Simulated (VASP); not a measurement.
Wanted: the native input for a VASP 6.6.1 run.

```yaml
Task: density of states
Functional: PBE
Potentials_or_basis: VASP PAW PBE potentials, release 64 (Hf_pv, B)
Cutoff: 520 eV
k_mesh: 16 × 16 × 16
Occupations: gaussian, width 0.1 eV
Spin: no spin polarisation
Dipole_correction: no
k_mesh_for_the_DOS: 24 × 24 × 24
Occupations_for_the_DOS: tetrahedron
Further_INCAR_settings: ALGO = Normal; EDIFF = 1e-06; NBANDS = 14
```

Crystal: HfB.

```
Hf B
1.0
     0.00000    2.41690    2.41690
     2.41690    0.00000    2.41690
     2.41690    2.41690    0.00000
Hf B
1 1
Direct
  0.50000 0.50000 0.50000
  0.00000 0.00000 0.00000
```

One way to write it, as run:

POSCAR

```
HfB
1.0
    0.0000000000      2.4168983054      2.4168983054
    2.4168983054      0.0000000000      2.4168983054
    2.4168983054      2.4168983054      0.0000000000
Hf B
1 1
Direct
    0.5000000000      0.5000000000      0.5000000000
    0.0000000000      0.0000000000      0.0000000000
```

INCAR.step1

```
  PREC = Accurate
  ENCUT = 520
  EDIFF = 1E-6
  ISMEAR = 0
  SIGMA = 0.1
  LREAL = False
  LASPH = True
  NELM = 60
  ALGO = Normal
  ISIF = 2
  LWAVE = False
  LCHARG = True
  LMAXMIX = 4
  GGA = PE
  NBANDS = 14
```

KPOINTS.step1

```
Automatic mesh
0
Gamma
  16 16 16
```

INCAR.step2

```
  PREC = Accurate
  ENCUT = 520
  EDIFF = 1E-6
  ISMEAR = -5
  SIGMA = 0.1
  LREAL = False
  LASPH = True
  NELM = 60
  ALGO = Normal
  ISIF = 2
  LWAVE = False
  LCHARG = False
  LMAXMIX = 4
  GGA = PE
  LORBIT = 10
  NBANDS = 14
  NEDOS = 2001
  ICHARG = 11
```

KPOINTS.step2

```
Automatic mesh
0
Gamma
  24 24 24
```

Potentials or basis: VASP PAW PBE potentials, release 64 (Hf_pv, B).

Command:

```sh
$ cat potpaw_PBE.64/Hf_pv/POTCAR potpaw_PBE.64/B/POTCAR > POTCAR
$ cp INCAR.step1 INCAR
$ cp KPOINTS.step1 KPOINTS
$ mpirun -np 1 vasp_std > vasp.out
$ cp INCAR.step2 INCAR
$ cp KPOINTS.step2 KPOINTS
$ mpirun -np 1 vasp_std > vasp.out
```

It gave:

The valence electrons inside the program's atomic spheres are Hf 8.50; B 1.83.

Caveat: spin-orbit coupling is left out, which moves the levels of the heavy elements.

Wall time 2.1 min on 1 thread of Intel(R) Xeon(R) Platinum 8259CL CPU @ 2.50GHz (Skylake/Cascade Lake), with other jobs on the host, peak memory 0.28 GiB.
